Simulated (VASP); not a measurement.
# Al32H (a cell with a defect) in VASP: single point with PBEsol

Aim: the single point of Al32H (a cell with a defect) with PBEsol.

Everything below comes from runs of VASP 6.6.1. Logs are shortened: lines on timing, memory, paths and dates and some standing lists are left out, and cuts for length are marked.

**1. The cell of the first run**

The cell holds a defect, 33 atoms: a = 8.100 Å, b = 8.100 Å, c = 8.100 Å, α = 90.00°, β = 90.00°, γ = 90.00°.

**2. Single point, PBEsol**

Input file INCAR:

```
SYSTEM = Al32H
PREC = Accurate
ENCUT = 520
EDIFF = 1E-6
ISMEAR = 0
SIGMA = 0.15
LREAL = Auto
LASPH = .TRUE.
NELM = 100
ALGO = Normal
ISIF = 2
LWAVE = .FALSE.
LCHARG = .TRUE.
GGA = PS
LELF = .TRUE.
LVHAR = .TRUE.
NBANDS = 70
```

Input file KPOINTS:

```
regular mesh
0
G
  3 3 3
  0 0 0
```

Input file POSCAR:

```
Al32H
1.0
    8.1000000000      0.0000000000      0.0000000000
    0.0000000000      8.1000000000      0.0000000000
    0.0000000000      0.0000000000      8.1000000000
Al H
32 1
Direct
    0.4997720988     -0.0009271605     -0.0007730864
    0.7500190123      0.2477311111     -0.0006802469
    0.7500192593     -0.0008343210      0.2478856790
    0.0002662963     -0.0009275309     -0.0007732099
    0.2500190123      0.2481902469     -0.0015581481
    0.5031966667      0.4969125926      0.0010682716
    0.7500188889      0.7491045679      0.0010785185
    0.2500190123     -0.0017127160      0.2483449383
    0.5019998765      0.2491272840      0.2492813580
    0.7500188889      0.4991220988      0.2510617284
    0.5031969136      0.0009145679      0.4970666667
    0.7500191358      0.2509076543      0.4992761728
    0.7500191358      0.0009246914      0.7492585185
   -0.0031591358      0.4969122222      0.0010685185
    0.2500182716      0.7242206173      0.0259090123
   -0.0019618519      0.2491271605      0.2492814815
    0.2500188889      0.4924792593      0.2576969136
    0.5031744444      0.7491088889      0.2532576543
   -0.0031583951      0.0009144444      0.4970671605
    0.2500190123      0.2575417284      0.4926340741
    0.5019875309      0.5008907407      0.5010448148
    0.7500190123      0.7508495062      0.5024275309
    0.2500198765      0.0257543210      0.7243759259
    0.5031748148      0.2531037037      0.7492625926
    0.7500192593      0.5022730864      0.7510037037
   -0.0031369136      0.7491087654      0.2532580247
   -0.0019495062      0.5008906173      0.5010449383
    0.2500190123      0.7517433333      0.5020306173
   -0.0031362963      0.2531032099      0.7492628395
    0.2500190123      0.5018758025      0.7518977778
    0.4998111111      0.7509319753      0.7510860494
    0.0002271605      0.7509320988      0.7510862963
    0.2500190123      0.8754571605      0.8756138272
```

Potentials or basis: VASP PAW PBE potentials, release 64 (Al, H).

Started as:

```console
$ cat potpaw_PBE.64/Al/POTCAR potpaw_PBE.64/H/POTCAR > POTCAR
$ mpirun -np 1 vasp_std > vasp.out
```

OUTCAR:

```text
SYSTEM = Al32H
   PREC = Accurate
   ENCUT = 520
   EDIFF = 1E-6
   ISMEAR = 0
   LREAL = Auto
   LASPH = .TRUE.
   NELM = 100
   ISIF = 2
   GGA = PS

 ion  position               nearest neighbor table
   1  0.500  0.999  0.999-  31 2.84   5 2.86   8 2.86   2 2.86   3 2.86   9 2.86   7 2.87  13 2.87
                            18 2.89  24 2.89  23 3.02  15 3.02
   2  0.750  0.248  0.999-  14 2.84   6 2.84  13 2.85  24 2.85  29 2.85   3 2.85   9 2.85  16 2.85
                             1 2.86   4 2.86  25 2.88  10 2.88
   3  0.750  0.999  0.248-  11 2.84  19 2.84   7 2.85  26 2.85  18 2.85   2 2.85  16 2.85   9 2.85
                             4 2.86   1 2.86  22 2.88  12 2.88
   4  0.000  0.999  0.999-  32 2.84   5 2.86   8 2.86   3 2.86   2 2.86  16 2.86   7 2.87  13 2.87
                            29 2.89  26 2.89  15 3.02  23 3.02
   5  0.250  0.248  0.998-   4 2.86   1 2.86  23 2.86   8 2.86  30 2.87   6 2.87  14 2.87  29 2.88
                            24 2.88   9 2.88  16 2.88  17 2.89
   6  0.503  0.497  0.001-  15 2.76  24 2.84   9 2.84   2 2.84  10 2.85  25 2.85   7 2.86   5 2.87
                            30 2.88  31 2.89  18 2.89  17 2.92
   7  0.750  0.749  0.001-   3 2.85  25 2.85   6 2.86  14 2.86  18 2.86  26 2.86  10 2.86  31 2.86
                            32 2.86   1 2.87   4 2.87  13 2.88
   8  0.250  0.998  0.248-   4 2.86   1 2.86  15 2.86   5 2.86  28 2.87  19 2.87  11 2.87  18 2.88
                            26 2.88  16 2.88   9 2.88  20 2.89
   9  0.502  0.249  0.249-  17 2.84  20 2.84  11 2.84   6 2.84   2 2.85   3 2.85  10 2.85  12 2.85
[... 32 lines left out ...]
                            32 2.86  31 2.86   2 2.88  12 2.88
  26  0.997  0.749  0.253-  15 2.76  19 2.84  27 2.84  22 2.84  10 2.85   3 2.85   7 2.86  28 2.88
                             8 2.88   4 2.89  14 2.89  17 2.92
  27  0.998  0.501  0.501-  17 2.84  20 2.84  26 2.84  29 2.84  25 2.85  22 2.85  12 2.85  10 2.85
                            32 2.86  28 2.88  30 2.88  16 2.88
  28  0.250  0.752  0.502-  32 2.86  31 2.86  23 2.86  30 2.86   8 2.87  18 2.88  26 2.88  19 2.88
                            11 2.88  21 2.88  27 2.88  17 2.89
  29  0.997  0.253  0.749-  23 2.76  14 2.84  27 2.84  25 2.84  12 2.85   2 2.85  13 2.86  30 2.88
                             5 2.88   4 2.89  19 2.89  20 2.92
  30  0.250  0.502  0.752-  32 2.86  31 2.86  15 2.86  28 2.86   5 2.87  29 2.88  24 2.88   6 2.88
                            14 2.88  27 2.88  21 2.88  20 2.89
  31  0.500  0.751  0.751-   1 2.84  28 2.86  30 2.86  22 2.86  25 2.86  21 2.86   7 2.86  13 2.86
                             6 2.89  11 2.89  23 3.02  15 3.02
  32  0.000  0.751  0.751-   4 2.84  28 2.86  30 2.86  25 2.86  22 2.86  27 2.86   7 2.86  13 2.86
                            19 2.89  14 2.89  15 3.02  23 3.02
  33  0.250  0.875  0.876-  15 1.73  23 1.73

  LATTYP: Found a simple cubic cell.
 ALAT       =     8.1000000000

  Lattice vectors:

 A1 = (   8.1000000000,   0.0000000000,   0.0000000000)
 A2 = (   0.0000000000,   8.1000000000,   0.0000000000)
 A3 = (   0.0000000000,   0.0000000000,   8.1000000000)

Analysis of symmetry for initial positions (statically):
=====================================================================
 Subroutine PRICEL returns:
 Original cell was already a primitive cell.

 Routine SETGRP: Setting up the symmetry group for a
 simple cubic supercell.

 Subroutine GETGRP returns: Found  4 space group operations
 (whereof  1 operations were pure point group operations)
 out of a pool of 48 trial point group operations.

The static configuration has the point symmetry C_1 .
 The point group associated with its full space group is C_2v.

Analysis of symmetry for dynamics (positions and initial velocities):
=====================================================================
 Subroutine PRICEL returns:
 Original cell was already a primitive cell.

 Routine SETGRP: Setting up the symmetry group for a
 simple cubic supercell.

 Subroutine GETGRP returns: Found  4 space group operations
 (whereof  1 operations were pure point group operations)
 out of a pool of 48 trial point group operations.

The dynamic configuration has the point symmetry C_1 .
 The point group associated with its full space group is C_2v.

 Subroutine INISYM returns: Found  4 space group operations
 (whereof  1 operations are pure point group operations),
 and found     1 'primitive' translations

----------------------------------------------------------------------------------------

                                     Primitive cell

  volume of cell :     531.4410

  direct lattice vectors                    reciprocal lattice vectors
     8.100000000  0.000000000  0.000000000     0.123456790  0.000000000  0.000000000
     0.000000000  8.100000000  0.000000000     0.000000000  0.123456790  0.000000000
     0.000000000  0.000000000  8.100000000     0.000000000  0.000000000  0.123456790

  length of vectors
     8.100000000  8.100000000  8.100000000     0.123456790  0.123456790  0.123456790

  position of ions in fractional coordinates (direct lattice)
     0.499772099  0.999072840  0.999226914
     0.750019012  0.247731111  0.999319753
     0.750019259  0.999165679  0.247885679
     0.000266296  0.999072469  0.999226790
     0.250019012  0.248190247  0.998441852
     0.503196667  0.496912593  0.001068272
[... 25 lines left out ...]
     0.000227161  0.750932099  0.751086296
     0.250019012  0.875457160  0.875613827

  ion indices of the primitive-cell ions
   primitive index   ion index
                 1           1
                 2           2
                 3           3
                 4           4
                 5           5
                 6           6
[... 25 lines left out ...]
                32          32
                33          33

----------------------------------------------------------------------------------------

 KPOINTS: regular mesh

Automatic generation of k-mesh.
 Grid dimensions read from file:
 generate k-points for:    3    3    3

 Generating k-lattice:

  Cartesian coordinates                     Fractional coordinates (reciprocal lattice)
     0.041152263  0.000000000  0.000000000     0.333333333  0.000000000  0.000000000
     0.000000000  0.041152263  0.000000000     0.000000000  0.333333333  0.000000000
     0.000000000  0.000000000  0.041152263     0.000000000  0.000000000  0.333333333

  Length of vectors
     0.041152263  0.041152263  0.041152263

  Shift w.r.t. Gamma in fractional coordinates (k-lattice)
     0.000000000  0.000000000  0.000000000

 Subroutine IBZKPT returns following result:
 ===========================================

 Found      8 irreducible k-points:

 Following reciprocal coordinates:
            Coordinates               Weight
  0.000000  0.000000  0.000000      1.000000
  0.333333  0.000000  0.000000      2.000000
  0.000000  0.333333  0.000000      4.000000
  0.333333  0.333333  0.000000      8.000000
  0.000000  0.333333  0.333333      2.000000
  0.000000 -0.333333  0.333333      2.000000
  0.333333  0.333333  0.333333      4.000000
 -0.333333 -0.333333  0.333333      4.000000
   k-points           NKPTS =      8   k-points in BZ     NKDIM =      8   number of bands    NBANDS=     70
   number of dos      NEDOS =    301   number of ions     NIONS =     33
   total plane-waves  NPLWV = 216000
   dimension x,y,z NGX =    60 NGY =   60 NGZ =   60
   dimension x,y,z NGXF=   120 NGYF=  120 NGZF=  120
   ions per type =              32   1
   NGX,Y,Z   is equivalent  to a cutoff of  12.31, 12.31, 12.31 a.u.
   NGXF,Y,Z  is equivalent  to a cutoff of  24.63, 24.63, 24.63 a.u.
 SYSTEM =  Al32H
   PREC   = accura    normal or accurate (medium, high low for compatibility)
   ISTART =      0    job   : 0-new  1-cont  2-samecut
   ICHARG =      2    charge: 1-file 2-atom 10-const
   ISPIN  =      1    spin polarized calculation?
   LNONCOLLINEAR =      F non collinear calculations
   LSORBIT =      F    spin-orbit coupling
   LASPH  =      T    aspherical Exc in radial PAW
   ENCUT  =  520.0 eV  38.22 Ry    6.18 a.u.  15.06 15.06 15.06*2*pi/ulx,y,z
   NELM   =    100;   NELMIN=  2; NELMDL= -5     # of ELM steps
   EDIFF  = 0.1E-05   stopping-criterion for ELM
   LREAL  =      T    real-space projection
   EDIFFG = 0.1E-04   stopping-criterion for IOM
   NSW    =      0    number of steps for IOM
   IBRION =     -1    ionic relax: 0-MD 1-quasi-New 2-CG
   NFREE  =      0    steps in history (QN), initial steepest desc. (CG)
   ISIF   =      2    stress and relaxation
   ISYM   =      2    0-nonsym 1-usesym 2-fastsym
   POTIM  = 0.5000    time-step for ionic-motion
   TEBEG  =    0.0;   TEEND  =   0.0 temperature during run
   PSTRESS=    0.0 pullay stress
   NELECT =      97.0000    total number of electrons
   NUPDOWN=      -1.0000    fix difference up-down
   EMIN   =  10.00;   EMAX   =-10.00  energy-range for DOS
   EFERMI =   0.00;   METHOD = LEGACY
   ISMEAR =     0;   SIGMA  =   0.15  broadening in eV -4-tet -1-fermi 0-gaus
   EFERMI_NEDOS =   21; number of points for ismear=-14 and -15
   IALGO  =     38    algorithm
   IMIX   =      4    mixing-type and parameters
     AMIX     =   0.40;   BMIX     =  1.00
     AMIX_MAG =   1.60;   BMIX_MAG =  1.00
  volume/ion in A,a.u.               =      16.10       108.68
  Fermi-wavevector in a.u.,A,eV,Ry     =   0.928639  1.754874 11.733269  0.862371
  Thomas-Fermi vector in A             =   2.054837
   LORBIT       =      0    0 simple, 1 ext, 2 COOP (PROOUT), +10 PAW based schemes
   GGA     = PS    functional components
   LHFCALC =     F    Hartree Fock is set to
   AEXX    =    0.0000 exact exchange contribution
   IVDW    =     0    specifies the selected vdW correction
   LEPSILON=     F    determine dielectric tensor
   LRPA    =     F    only Hartree local field effects (RPA)
 non-spin polarized calculation
 Gauss-broadening in eV      SIGMA  =   0.15
  energy-cutoff  :      520.00
  volume of cell :      531.44
 maximum number of plane-waves:     14358
   NGX = 31   NGY = 31   NGZ = 31

 number of electron      96.9999998 magnetization

 Free energy of the ion-electron system (eV)
  ---------------------------------------------------
  ext. energy  EPLUGINS =         0.00000000
  ---------------------------------------------------
  free energy    TOTEN  =      -134.07638563 eV

  energy without entropy =     -133.98523174  energy(sigma->0) =     -134.03080869

 E-fermi :   7.7923     XC(G=0): -10.2542

 val. band max:        7.7638451938   @ k =   0.3333   0.0000   0.0000
 cond. band min:       7.8202865484   @ k =   0.0000   0.3333   0.0000
 fundamental gap:      0.0564413546
 Fermi energy:         7.7923078592

 k-point     1 :       0.0000    0.0000    0.0000
  band No.  band energies     occupation
      1      -3.2838      2.00000
      2      -1.4282      2.00000
      3      -1.0327      2.00000
      4      -1.0016      2.00000
      5      -0.9748      2.00000
      6      -0.9520      2.00000
[... 493 lines left out ...]
     59       9.6679      0.00000
     60       9.7121      0.00000
 [bands above 60 left out]

------------------------ aborting loop because EDIFF is reached ----------------------------------------

  FORCE on cell =-STRESS in cart. coord.  units (eV):
  Direction    XX          YY          ZZ          XY          YZ          ZX
  --------------------------------------------------------------------------------------
  -------------------------------------------------------------------------------------
  Total       -4.3856945     -1.5914182     -1.5914182     -0.0000000     -2.5288828      0.0000000
  in kB      -13.2219009     -4.7977746     -4.7977746     -0.0000000     -7.6240234      0.0000000
  external PRESSURE =      -7.6058167 kB  Pullay stress =       0.0000000 kB

 VOLUME and BASIS-vectors are now :
 -----------------------------------------------------------------------------
  energy-cutoff  :      520.00
  volume of cell :      531.44
      direct lattice vectors                 reciprocal lattice vectors
     8.100000000  0.000000000  0.000000000     0.123456790  0.000000000  0.000000000
     0.000000000  8.100000000  0.000000000     0.000000000  0.123456790  0.000000000
     0.000000000  0.000000000  8.100000000     0.000000000  0.000000000  0.123456790

 POSITION                                       TOTAL-FORCE (eV/Angst)
 -----------------------------------------------------------------------------------
      4.04815      8.09249      8.09374        -0.004470     -0.007216     -0.007216
      6.07515      2.00662      8.09449         0.000000     -0.004909     -0.002805
      6.07516      8.09324      2.00787        -0.000000     -0.002805     -0.004909
      0.00216      8.09249      8.09374         0.004470     -0.007216     -0.007216
      2.02515      2.01034      8.08738         0.000000     -0.002973     -0.005239
      4.07589      4.02499      0.00865         0.000677     -0.001284     -0.000386
[... 25 lines left out ...]
      0.00184      6.08255      6.08380         0.004381      0.007227      0.007227
      2.02515      7.09120      7.09247         0.000000      0.002392      0.002392
 -----------------------------------------------------------------------------------
    total drift:                                0.000196      0.008045     -0.005853

  FREE ENERGIE OF THE ION-ELECTRON SYSTEM (eV)
  ---------------------------------------------------
  free  energy   TOTEN  =      -134.0763856348 eV

  energy  without entropy=     -133.9852317440  energy(sigma->0) =     -134.03080869
```

It took 3.5 min on 1 thread of Intel Xeon 6975P-C (Granite Rapids), shared host; peak memory 0.55 GiB.

Results:

```
Free energy            : -134.0764 eV
Pressure               : -0.8 GPa
Largest force          : 0.013 eV/Å
Band gap on the k mesh : zero (an odd number of electrons rules out a gap without spin polarisation)
```

Forces on the atoms (eV/Å):
```
Al  -0.004 -0.007 -0.007
Al   0.000 -0.005 -0.003
Al   0.000 -0.003 -0.005
Al   0.004 -0.007 -0.007
Al   0.000 -0.003 -0.005
Al   0.001 -0.001  0.000
Al   0.000 -0.002  0.004
Al   0.000 -0.005 -0.003
Al   0.004 -0.003 -0.003
Al   0.000 -0.003  0.005
Al   0.001  0.000 -0.001
Al   0.000  0.005 -0.003
Al   0.000  0.004 -0.002
Al  -0.001 -0.001  0.000
Al   0.000  0.007 -0.010
Al  -0.004 -0.003 -0.003
Al   0.000  0.001 -0.001
Al   0.001  0.001  0.001
Al  -0.001  0.000 -0.001
Al   0.000 -0.001  0.001
Al   0.004  0.003  0.003
Al   0.000  0.002  0.004
Al   0.000 -0.010  0.007
Al   0.001  0.001  0.001
Al   0.000  0.004  0.002
Al  -0.001  0.001  0.001
Al  -0.004  0.003  0.003
Al   0.000  0.005  0.003
Al  -0.001  0.001  0.001
Al   0.000  0.003  0.005
Al  -0.004  0.007  0.007
Al   0.004  0.007  0.007
H    0.000  0.002  0.002
```

Stress tensor (GPa, compression positive):
```
-1.32  0.00  0.00
 0.00 -0.48 -0.76
 0.00 -0.76 -0.48
```

Caveat: the PAW data sets were made with another functional, which shifts forces and pressure a little.

The gap in the log of VASP goes by the Fermi energy; the results here count the filled bands.